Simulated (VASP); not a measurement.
# C (Fd-3m) in VASP: a series of runs, part 2 of 2

VASP 6.6.1. The steps go on from the part before.

## 5. Single point, PBE

This run uses another cell than the first one, of 5.69 Å³/atom, 1.429 times its volume.

Input file INCAR:

```
  ALGO = Normal
  EDIFF = 1E-6
  ENCUT = 520
  GGA = PE
  ISIF = 2
  ISMEAR = -1
  LASPH = True
  LCHARG = False
  LREAL = False
  LWAVE = False
  NBANDS = 11
  NELM = 80
  PREC = Accurate
  SIGMA = 0.1
```

Input file KPOINTS:

```
k-points
0
Gamma
  21 21 21
```

Input file POSCAR:

```
C
1.0
   -1.2627448256      1.2627448256      1.7857495558
    1.2627448256     -1.2627448256      1.7857495558
    1.2627448256      1.2627448256     -1.7857495558
C
2
Direct
   -0.3750000000     -0.1250000000     -0.2500000000
    0.3750000000      0.1250000000      0.2500000000
```

Potentials or basis: VASP PAW PBE potentials, release 64 (C).

On the command line:

```console
$ cat potpaw_PBE.64/C/POTCAR > POTCAR
$ mpirun -np 1 vasp_std > vasp.out
```

OUTCAR:

```text
EDIFF = 1E-6
   ENCUT = 520
   GGA = PE
   ISIF = 2
   ISMEAR = -1
   LASPH = True
   LREAL = False
   NELM = 80
   PREC = Accurate

 ion  position               nearest neighbor table
   1  0.625  0.875  0.750-   2 1.55   2 1.55   2 1.55   2 1.55
   2  0.375  0.125  0.250-   1 1.55   1 1.55   1 1.55   1 1.55

  LATTYP: Found a body centered tetragonal cell.
 ALAT       =     2.5254896512
 C/A-ratio  =     1.4141808540

  Lattice vectors:

 A1 = (  -1.2627448256,   1.2627448256,   1.7857495558)
 A2 = (   1.2627448256,  -1.2627448256,   1.7857495558)
 A3 = (   1.2627448256,   1.2627448256,  -1.7857495558)

Analysis of symmetry for initial positions (statically):
=====================================================================
 Subroutine PRICEL returns:
 Original cell was already a primitive cell.

 Routine SETGRP: Setting up the symmetry group for a
 body centered tetragonal supercell.

 Subroutine GETGRP returns: Found 16 space group operations
 (whereof  4 operations were pure point group operations)
 out of a pool of 16 trial point group operations.

The static configuration has the point symmetry C_2h.
 The point group associated with its full space group is D_4h.

Analysis of symmetry for dynamics (positions and initial velocities):
=====================================================================
 Subroutine PRICEL returns:
 Original cell was already a primitive cell.

 Routine SETGRP: Setting up the symmetry group for a
 body centered tetragonal supercell.

 Subroutine GETGRP returns: Found 16 space group operations
 (whereof  4 operations were pure point group operations)
 out of a pool of 16 trial point group operations.

The dynamic configuration has the point symmetry C_2h.
 The point group associated with its full space group is D_4h.

 Subroutine INISYM returns: Found 16 space group operations
 (whereof  4 operations are pure point group operations),
 and found     1 'primitive' translations
[... 114 lines left out ...]
     AMIX     =   0.40;   BMIX     =  1.00
     AMIX_MAG =   1.60;   BMIX_MAG =  1.00
  volume/ion in A,a.u.               =       5.69        38.43
  Fermi-wavevector in a.u.,A,eV,Ry     =   1.455239  2.750002 28.813327  2.117720
  Thomas-Fermi vector in A             =   2.572296
   LORBIT       =      0    0 simple, 1 ext, 2 COOP (PROOUT), +10 PAW based schemes
   GGA     = PE    functional components
   LHFCALC =     F    Hartree Fock is set to
   AEXX    =    0.0000 exact exchange contribution
   IVDW    =     0    specifies the selected vdW correction
   LEPSILON=     F    determine dielectric tensor
   LRPA    =     F    only Hartree local field effects (RPA)
 non-spin polarized calculation
  energy-cutoff  :      520.00
  volume of cell :       11.39
 maximum number of plane-waves:       331
   NGX =  9   NGY =  9   NGZ =  9

 number of electron       7.9999999 magnetization

 Free energy of the ion-electron system (eV)
  ---------------------------------------------------
  ext. energy  EPLUGINS =         0.00000000
  ---------------------------------------------------
  free energy    TOTEN  =       -18.18577097 eV

  energy without entropy =      -18.18577097  energy(sigma->0) =      -18.18577097

 E-fermi :  11.5798     XC(G=0): -13.2306

 val. band max:        9.6716840488   @ k =   0.0000   0.0000   0.0000
 cond. band min:      13.7999880371   @ k =  -0.3810  -0.3810   0.3810
 fundamental gap:      4.1283039882
 Fermi energy:        11.5798387466

 k-point     1 :       0.0000    0.0000    0.0000
  band No.  band energies     occupation
      1     -11.7514      2.00000
      2       9.6713      2.00000
      3       9.6713      2.00000
      4       9.6717      2.00000
      5      15.2502      0.00000
      6      15.2504      0.00000
      7      15.2504      0.00000
      8      22.9108      0.00000
      9      28.9137      0.00000
     10      36.1611      0.00000
     11      36.1623      0.00000
[... 309 lines left out ...]
 k-point    24 :      -0.3810    0.0476   -0.0000
  band No.  band energies     occupation
      1      -8.1154      2.00000
      2      -0.6256      2.00000
      3       6.8753      2.00000
      4       7.1782      2.00000
      5      17.6787      0.00000
      6      18.4478      0.00000
      7      18.5233      0.00000
      8      24.8559      0.00000
      9      30.6930      0.00000
     10      32.5246      0.00000
     11      34.4550      0.00000

 [... further k-points ...]
[... 5 lines left out ...]
  --------------------------------------------------------------------------------------
  -------------------------------------------------------------------------------------
  Total        0.0475067      0.0475067      0.0490319      0.0000000      0.0000000      0.0000000
  in kB        6.6827301      6.6827301      6.8972793      0.0000000      0.0000000      0.0000000
  external PRESSURE =       6.7542465 kB  Pullay stress =       0.0000000 kB

 VOLUME and BASIS-vectors are now :
 -----------------------------------------------------------------------------
  energy-cutoff  :      520.00
  volume of cell :       11.39
      direct lattice vectors                 reciprocal lattice vectors
    -1.262744826  1.262744826  1.785749556     0.000000000  0.395962818  0.279994470
     1.262744826 -1.262744826  1.785749556     0.395962818  0.000000000  0.279994470
     1.262744826  1.262744826 -1.785749556     0.395962818  0.395962818  0.000000000

 POSITION                                       TOTAL-FORCE (eV/Angst)
 -----------------------------------------------------------------------------------
      1.26274      0.63137      1.33931         0.000000     -0.000000     -0.000000
      0.00000      0.63137      0.44644        -0.000000      0.000000      0.000000
 -----------------------------------------------------------------------------------
    total drift:                                0.000000     -0.000000     -0.000000

  FREE ENERGIE OF THE ION-ELECTRON SYSTEM (eV)
  ---------------------------------------------------
  free  energy   TOTEN  =       -18.1857709741 eV

  energy  without entropy=      -18.1857709740  energy(sigma->0) =      -18.18577097
```

stdout:

```text
POSCAR found type information on POSCAR C
 POSCAR found :  1 types and       2 ions
 scaLAPACK will be used
 LDA part: xc-table for (Slater+PW92), standard interpolation
 POSCAR, INCAR and KPOINTS ok, starting setup
 FFT: planning ... GRIDC
 FFT: planning ... GRID_SOFT
 FFT: planning ... GRID
 WAVECAR not read
 entering main loop
```

It took 56 s on 1 thread of Intel Xeon Platinum 8488C (Sapphire Rapids), shared host; peak memory 0.18 GiB.

Results:

```yaml
Free_energy: -18.1858 eV
Pressure: 0.7 GPa
Band_gap_on_the_k_mesh: 4.13 eV, indirect (least direct gap 5.58 eV)
```

A k mesh can miss the band edges. As with any semilocal functional, this PBE gap is likely too small.

## 6. The runs side by side

```tsv
cell	gap on the mesh (eV)	pressure (GPa)
a = 2.242 Å, angles 120.0, 120.0, 90.0°, 2 atoms	4.99	295.0
a = 2.438 Å, angles 120.0, 120.0, 90.0°, 2 atoms	4.36	56.5
a = 2.525 Å, angles 120.0, 120.0, 90.0°, 2 atoms	4.13	0.7
```

Alike in all rows: task single point; level PBE; potentials or basis VASP PAW PBE potentials, release 64 (C); no spin polarisation; k mesh 21 × 21 × 21; cutoff (eV) 520; smearing fermi-dirac 0.1 eV.

Absolute energies hang on the potentials; compare differences alone.
